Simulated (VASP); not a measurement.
# LiNbO3 (R-3c) in VASP: settings compared

LiNbO3 is run at these levels: PBE, LDA, PBEsol; tasks: electric field gradients.

All numbers are computed with VASP 6.6.1; they aren't measurements. Logs are shortened: lines on timing, memory, paths and dates and some standing lists are left out, and cuts for length are marked.

## 1. The cell of the first run

It takes space group R-3c (No. 167, trigonal). Conventional cell: a = 5.138 Å, b = 5.138 Å, c = 13.499 Å, α = 90.00°, β = 90.00°, γ = 120.00°. Li (site symmetry 32) has 3 O at 1.92 Å within 2.6 Å. Within 2.6 Å of Nb (site symmetry -3) lie 6 O at 1.97 Å. Within 2.6 Å of O (site symmetry 2) lie 1 Li at 1.92 Å and 2 Nb at 1.97 Å.

## 2. Electric field gradients, PBE

File INCAR:

```
ALGO = Normal
EDIFF = 1E-8
ENCUT = 520
GGA = PE
ISIF = 2
ISMEAR = -1
LASPH = True
LCHARG = False
LEFG = True
LREAL = False
LWAVE = False
NBANDS = 45
NELM = 100
PREC = Accurate
SIGMA = 0.02
```

File KPOINTS:

```
k-points
0
Gamma
  7 7 7
```

File POSCAR:

```
LiNbO3
1.0
    2.5689010133      1.4831556916      4.4995700000
   -2.5689010133      1.4831556916      4.4995700000
    0.0000000000     -2.9663113832      4.4995700000
Li Nb O
2 2 6
Direct
    0.7500000000      0.7500000000      0.7500000000
    0.2500000000      0.2500000000      0.2500000000
    0.5000000000      0.5000000000      0.5000000000
    0.0000000000      0.0000000000      0.0000000000
    0.6243500000      0.8756500000      0.2500000000
    0.2500000000      0.6243500000      0.8756500000
    0.8756500000      0.2500000000      0.6243500000
    0.7500000000      0.3756500000      0.1243500000
    0.3756500000      0.1243500000      0.7500000000
    0.1243500000      0.7500000000      0.3756500000
```

Potentials or basis: VASP PAW PBE potentials, release 64 (Li_sv, Nb_sv, O).

Command:

```console
cat potpaw_PBE.64/Li_sv/POTCAR potpaw_PBE.64/Nb_sv/POTCAR potpaw_PBE.64/O/POTCAR > POTCAR
mpirun -np 1 vasp_std > vasp.out
```

OUTCAR:

```text
EDIFF = 1E-8
   ENCUT = 520
   GGA = PE
   ISIF = 2
   ISMEAR = -1
   LASPH = True
   LREAL = False
   NELM = 100
   PREC = Accurate

 ion  position               nearest neighbor table
   1  0.750  0.750  0.750-   9 1.92   8 1.92  10 1.92
   2  0.250  0.250  0.250-   5 1.92   6 1.92   7 1.92
   3  0.500  0.500  0.500-   7 1.97  10 1.97   8 1.97   6 1.97   9 1.97   5 1.97
   4  0.000  0.000  0.000-   6 1.97   8 1.97   7 1.97  10 1.97   9 1.97   5 1.97
   5  0.624  0.876  0.250-   2 1.92   3 1.97   4 1.97
   6  0.250  0.624  0.876-   2 1.92   4 1.97   3 1.97
   7  0.876  0.250  0.624-   2 1.92   3 1.97   4 1.97
   8  0.750  0.376  0.124-   1 1.92   4 1.97   3 1.97
   9  0.376  0.124  0.750-   1 1.92   3 1.97   4 1.97
  10  0.124  0.750  0.376-   1 1.92   3 1.97   4 1.97

  LATTYP: Found a trigonal (rhomboedric) cell.
 ALAT       =     5.3893537095
 COS(alpha) =     0.5455863587

  Lattice vectors:

 A1 = (   2.5689010133,   1.4831556916,   4.4995700000)
 A2 = (  -2.5689010133,   1.4831556916,   4.4995700000)
 A3 = (   0.0000000000,  -2.9663113832,   4.4995700000)

Analysis of symmetry for initial positions (statically):
=====================================================================
 Subroutine PRICEL returns:
 Original cell was already a primitive cell.

 Routine SETGRP: Setting up the symmetry group for a
 trigonal (rhombohedral) supercell.

 Subroutine GETGRP returns: Found 12 space group operations
 (whereof  6 operations were pure point group operations)
 out of a pool of 12 trial point group operations.

The static configuration has the point symmetry S_6 .
 The point group associated with its full space group is D_3d.

Analysis of symmetry for dynamics (positions and initial velocities):
=====================================================================
 Subroutine PRICEL returns:
 Original cell was already a primitive cell.

 Routine SETGRP: Setting up the symmetry group for a
 trigonal (rhombohedral) supercell.

 Subroutine GETGRP returns: Found 12 space group operations
 (whereof  6 operations were pure point group operations)
[... 1332 lines left out ...]
  -------------------------------------------------------------------------------------
  Total        6.1553088      6.1553088      6.5092138     -0.0000000     -0.0000000      0.0000000
  in kB       95.8747076     95.8747076    101.3871095     -0.0000000     -0.0000000      0.0000000
  external PRESSURE =      97.7121749 kB  Pullay stress =       0.0000000 kB

 VOLUME and BASIS-vectors are now :
 -----------------------------------------------------------------------------
  energy-cutoff  :      520.00
  volume of cell :      102.86
      direct lattice vectors                 reciprocal lattice vectors
     2.568901013  1.483155692  4.499570000     0.194635760  0.112373008  0.074081153
    -2.568901013  1.483155692  4.499570000    -0.194635760  0.112373008  0.074081153
     0.000000000 -2.966311383  4.499570000     0.000000000 -0.224746016  0.074081153

 POSITION                                       TOTAL-FORCE (eV/Angst)
 -----------------------------------------------------------------------------------
      0.00000      0.00000     10.12403         0.000000      0.000000      0.000000
      0.00000      0.00000      3.37468         0.000000      0.000000      0.000000
      0.00000      0.00000      6.74936         0.000000      0.000000      0.000000
      0.00000      0.00000      0.00000         0.000000      0.000000      0.000000
     -0.64556      1.48316      7.87425        -0.116880      0.000000     -0.000000
     -0.96167     -1.30065      7.87425         0.058440     -0.101221      0.000000
      1.60723     -0.18250      7.87425         0.058440      0.101221      0.000000
      0.96167      1.30065      5.62446        -0.058440      0.101221      0.000000
      0.64556     -1.48316      5.62446         0.116880      0.000000     -0.000000
     -1.60723      0.18250      5.62446        -0.058440     -0.101221      0.000000
 -----------------------------------------------------------------------------------
    total drift:                               -0.000000      0.000000      0.000000

  FREE ENERGIE OF THE ION-ELECTRON SYSTEM (eV)
  ---------------------------------------------------
  free  energy   TOTEN  =       -79.5827638727 eV

  energy  without entropy=      -79.5827638727  energy(sigma->0) =      -79.58276387

 Electric field gradients (V/A^2)
---------------------------------------------------------------------
 ion       V_xx      V_yy      V_zz      V_xy      V_xz      V_yz
---------------------------------------------------------------------
   1      -0.678    -0.678     1.356     0.000    -0.000     0.000
   2      -0.678    -0.678     1.356     0.000    -0.000     0.000
   3      -0.980    -0.980     1.959    -0.000     0.000    -0.000
   4      -0.980    -0.980     1.959     0.000    -0.000    -0.000
   5      -5.362     3.516     1.846    -0.000     0.000     1.433
   6       1.297    -3.142     1.846     3.844    -1.241    -0.716
   7       1.297    -3.142     1.846    -3.844     1.241    -0.716
   8       1.297    -3.142     1.846     3.844    -1.241    -0.716
   9      -5.362     3.516     1.846    -0.000    -0.000     1.433
  10       1.297    -3.142     1.846    -3.844     1.241    -0.716
---------------------------------------------------------------------

 Electric field gradients after diagonalization (V/A^2)
 (convention: |V_zz| > |V_xx| > |V_yy|)
----------------------------------------------------------------------
 ion       V_xx      V_yy      V_zz     asymmetry (V_yy - V_xx)/ V_zz
----------------------------------------------------------------------
   1      -0.678    -0.678     1.356       0.000
   2      -0.678    -0.678     1.356       0.000
   3      -0.980    -0.980     1.959       0.000
   4      -0.980    -0.980     1.959       0.000
   5       4.339     1.022    -5.362       0.619
   6       4.339     1.022    -5.362       0.619
   7       4.339     1.022    -5.362       0.619
   8       4.339     1.022    -5.362       0.619
   9       4.339     1.022    -5.362       0.619
  10       4.339     1.022    -5.362       0.619
----------------------------------------------------------------------

           NMR quadrupolar parameters

 Cq : quadrupolar parameter    Cq=e*Q*V_zz/h
 eta: asymmetry parameters     (V_yy - V_xx)/ V_zz
 Q  : nuclear electric quadrupole moment in mb (millibarn)
----------------------------------------------------------------------
 ion       Cq(MHz)       eta       Q (mb)
----------------------------------------------------------------------
   1       0.003       0.000       1.000
   2       0.003       0.000       1.000
   3       0.005       0.000       1.000
   4       0.005       0.000       1.000
   5      -0.013       0.619       1.000
   6      -0.013       0.619       1.000
   7      -0.013       0.619       1.000
   8      -0.013       0.619       1.000
   9      -0.013       0.619       1.000
  10      -0.013       0.619       1.000
----------------------------------------------------------------------
```

stdout:

```text
POSCAR found type information on POSCAR LiNbO
 POSCAR found :  3 types and      10 ions
 scaLAPACK will be used
 LDA part: xc-table for (Slater+PW92), standard interpolation
 POSCAR, INCAR and KPOINTS ok, starting setup
 FFT: planning ... GRIDC
 FFT: planning ... GRID_SOFT
 FFT: planning ... GRID
 WAVECAR not read
 entering main loop
ion   1

ion   2

ion   3

ion   4

ion   5

ion   6
     0.0000293    -0.1268375    -1.5352508    -0.9225856    -2.6591325    -0.0732297
     0.0000403    -0.1268375    -1.5352508    -0.9225856    -2.6591324    -0.0732297
     0.0000555    -0.1268374    -1.5352508    -0.9225856    -2.6591324    -0.0732296
     0.0000765    -0.1268374    -1.5352508    -0.9225856    -2.6591324    -0.0732296

     0.0000293    -1.9350987    -1.7231243    -1.8961722    -2.9845389    -1.1172298
     0.0000403    -1.9350982    -1.7231243    -1.8961720    -2.9845388    -1.1172295
     0.0000555    -1.9350974    -1.7231242    -1.8961716    -2.9845387    -1.1172291
     0.0000765    -1.9350961    -1.7231241    -1.8961708    -2.9845385    -1.1172283
[... 23 lines left out ...]
ion   9

ion  10
     0.0000293     0.1268375    -1.5352508    -0.9225856     2.6591325    -0.0732297
     0.0000403     0.1268375    -1.5352508    -0.9225856     2.6591324    -0.0732297
     0.0000555     0.1268374    -1.5352508    -0.9225856     2.6591324    -0.0732296
     0.0000765     0.1268374    -1.5352508    -0.9225856     2.6591324    -0.0732296

     0.0000293     1.9350987    -1.7231243    -1.8961722     2.9845389    -1.1172298
     0.0000403     1.9350982    -1.7231243    -1.8961720     2.9845388    -1.1172295
     0.0000555     1.9350974    -1.7231242    -1.8961716     2.9845387    -1.1172291
     0.0000765     1.9350961    -1.7231241    -1.8961708     2.9845385    -1.1172283
```

It took 2.2 min on 1 thread of Intel Xeon 6975P-C (Granite Rapids), shared host; peak memory 0.34 GiB.

Results:

| Quantity | Value |
| --- | --- |
| Free energy | -79.5828 eV |
| Largest force | 0.117 eV/Å |
| Band gap on the k mesh | 2.68 eV (least direct gap 2.73 eV) |
| Largest electric field gradient by atom | Li +1.4; Nb +2.0; O -5.4 V/Å² |

Forces in eV/Å, atoms in the order of the input:
```
Li   0.000  0.000  0.000
Li   0.000  0.000  0.000
Nb   0.000  0.000  0.000
Nb   0.000  0.000  0.000
O   -0.117  0.000  0.000
O    0.058 -0.101  0.000
O    0.058  0.101  0.000
O   -0.058  0.101  0.000
O    0.117  0.000  0.000
O   -0.058 -0.101  0.000
```

Electric field gradients, principal values (V/Å²):
| atom | least | middle | greatest (by size) |
| --- | --- | --- | --- |
| 1 Li | -0.678 | -0.678 | 1.356 |
| 2 Li | -0.678 | -0.678 | 1.356 |
| 3 Nb | -0.980 | -0.980 | 1.959 |
| 4 Nb | -0.980 | -0.980 | 1.959 |
| 5 O | 1.022 | 4.339 | -5.362 |
| 6 O | 1.022 | 4.339 | -5.362 |
| 7 O | 1.022 | 4.339 | -5.362 |
| 8 O | 1.022 | 4.339 | -5.362 |
| 9 O | 1.022 | 4.339 | -5.362 |
| 10 O | 1.022 | 4.339 | -5.362 |

Caveat: the cutoff is under 1.25 times the usual one of these potentials, so pressure, stress and relaxed cells hold a basis-set (Pulay) error; without QUAD_EFG the Cq values of the log hold for a quadrupole moment of 1 mb, not for the nuclei. A k mesh can miss the band edges.

## 3. Electric field gradients, PBE

File INCAR:

```
PREC = Accurate
ENCUT = 520
EDIFF = 1E-8
ISMEAR = 1
SIGMA = 0.05
LREAL = False
LASPH = True
NELM = 100
ALGO = Normal
ISIF = 2
LWAVE = False
LCHARG = False
GGA = PE
LEFG = True
NELECT = 67.0
NBANDS = 45
```

File KPOINTS:

```
Automatic mesh
0
Gamma
  7 7 7
```

POSCAR is that of step 2.

Potentials or basis: VASP PAW PBE potentials, release 64 (Li_sv, Nb_sv, O).

Command:

```console
cat potpaw_PBE.64/Li_sv/POTCAR potpaw_PBE.64/Nb_sv/POTCAR potpaw_PBE.64/O/POTCAR > POTCAR
mpirun -np 1 vasp_std > vasp.out
```

OUTCAR:

```text
PREC = Accurate
   ENCUT = 520
   EDIFF = 1E-8
   ISMEAR = 1
   LREAL = False
   LASPH = True
   NELM = 100
   ISIF = 2
   GGA = PE
   NELECT = 67.0

 ion  position               nearest neighbor table
   1  0.750  0.750  0.750-   9 1.92   8 1.92  10 1.92
   2  0.250  0.250  0.250-   5 1.92   6 1.92   7 1.92
   3  0.500  0.500  0.500-   7 1.97  10 1.97   8 1.97   6 1.97   9 1.97   5 1.97
   4  0.000  0.000  0.000-   6 1.97   8 1.97   7 1.97  10 1.97   9 1.97   5 1.97
   5  0.624  0.876  0.250-   2 1.92   3 1.97   4 1.97
   6  0.250  0.624  0.876-   2 1.92   4 1.97   3 1.97
   7  0.876  0.250  0.624-   2 1.92   3 1.97   4 1.97
   8  0.750  0.376  0.124-   1 1.92   4 1.97   3 1.97
   9  0.376  0.124  0.750-   1 1.92   3 1.97   4 1.97
  10  0.124  0.750  0.376-   1 1.92   3 1.97   4 1.97

  LATTYP: Found a trigonal (rhomboedric) cell.
 ALAT       =     5.3893537095
 COS(alpha) =     0.5455863587

  Lattice vectors:

 A1 = (   2.5689010133,   1.4831556916,   4.4995700000)
 A2 = (  -2.5689010133,   1.4831556916,   4.4995700000)
 A3 = (   0.0000000000,  -2.9663113832,   4.4995700000)

Analysis of symmetry for initial positions (statically):
[... 1393 lines left out ...]
---------------------------------------------------------------------
 ion       V_xx      V_yy      V_zz      V_xy      V_xz      V_yz
---------------------------------------------------------------------
   1      -0.509    -0.509     1.017     0.000    -0.000     0.000
   2      -0.509    -0.509     1.017    -0.000    -0.000     0.000
   3      -2.522    -2.522     5.044    -0.000     0.000    -0.000
   4      -2.522    -2.522     5.044     0.000    -0.000    -0.000
   5     -13.591    -0.498    14.089    -0.000     0.000   -18.218
   6      -3.771   -10.317    14.089     5.669    15.778     9.109
   7      -3.771   -10.317    14.089    -5.669   -15.778     9.109
   8      -3.771   -10.317    14.089     5.669    15.778     9.109
   9     -13.591    -0.498    14.089     0.000    -0.000   -18.218
  10      -3.771   -10.317    14.089    -5.669   -15.778     9.109
---------------------------------------------------------------------

 Electric field gradients after diagonalization (V/A^2)
 (convention: |V_zz| > |V_xx| > |V_yy|)
----------------------------------------------------------------------
 ion       V_xx      V_yy      V_zz     asymmetry (V_yy - V_xx)/ V_zz
----------------------------------------------------------------------
   1      -0.509    -0.509     1.017       0.000
   2      -0.509    -0.509     1.017       0.000
   3      -2.522    -2.522     5.044       0.000
   4      -2.522    -2.522     5.044       0.000
   5     -13.591   -12.829    26.419       0.029
   6     -13.591   -12.829    26.419       0.029
   7     -13.591   -12.829    26.419       0.029
   8     -13.591   -12.829    26.419       0.029
   9     -13.591   -12.829    26.419       0.029
  10     -13.591   -12.829    26.419       0.029
----------------------------------------------------------------------

           NMR quadrupolar parameters

 Cq : quadrupolar parameter    Cq=e*Q*V_zz/h
 eta: asymmetry parameters     (V_yy - V_xx)/ V_zz
 Q  : nuclear electric quadrupole moment in mb (millibarn)
----------------------------------------------------------------------
 ion       Cq(MHz)       eta       Q (mb)
----------------------------------------------------------------------
   1       0.002       0.000       1.000
   2       0.002       0.000       1.000
   3       0.012       0.000       1.000
   4       0.012       0.000       1.000
   5       0.064       0.029       1.000
   6       0.064       0.029       1.000
   7       0.064       0.029       1.000
   8       0.064       0.029       1.000
   9       0.064       0.029       1.000
  10       0.064       0.029       1.000
----------------------------------------------------------------------
```

It took 2.1 min on 1 thread of Intel Xeon 6975P-C (Granite Rapids), shared host; peak memory 0.33 GiB.

What came out:

| Item | Value |
| --- | --- |
| Free energy | -83.3669 eV |
| Largest force | 0.008 eV/Å |
| Largest electric field gradient by atom | Li +1.0; Nb +5.0; O +26.4 V/Å² |

Forces in eV/Å, atoms in the order of the input:
```
Li   0.000  0.000  0.000
Li   0.000  0.000  0.000
Nb   0.000  0.000  0.000
Nb   0.000  0.000  0.000
O   -0.008  0.000  0.000
O    0.004 -0.007  0.000
O    0.004  0.007  0.000
O   -0.004  0.007  0.000
O    0.008  0.000  0.000
O   -0.004 -0.007  0.000
```

Electric field gradients, principal values (V/Å²):
```tsv
atom	least	middle	greatest (by size)
1 Li	-0.509	-0.509	1.017
2 Li	-0.509	-0.509	1.017
3 Nb	-2.522	-2.522	5.044
4 Nb	-2.522	-2.522	5.044
5 O	-12.829	-13.591	26.419
6 O	-12.829	-13.591	26.419
7 O	-12.829	-13.591	26.419
8 O	-12.829	-13.591	26.419
9 O	-12.829	-13.591	26.419
10 O	-12.829	-13.591	26.419
```

Caveat: the cell carries a net charge on a neutralising background, which shifts energy and pressure; the cell is charged against a uniform background, so pressure and absolute levels hang on convention; the cutoff is under 1.25 times the usual one of these potentials, so pressure, stress and relaxed cells hold a basis-set (Pulay) error; without QUAD_EFG the Cq values of the log hold for a quadrupole moment of 1 mb, not for the nuclei; an odd number of electrons without spin polarisation forces a metal; a magnetic or distorted state may lie lower.

[end of part 1 of 2]
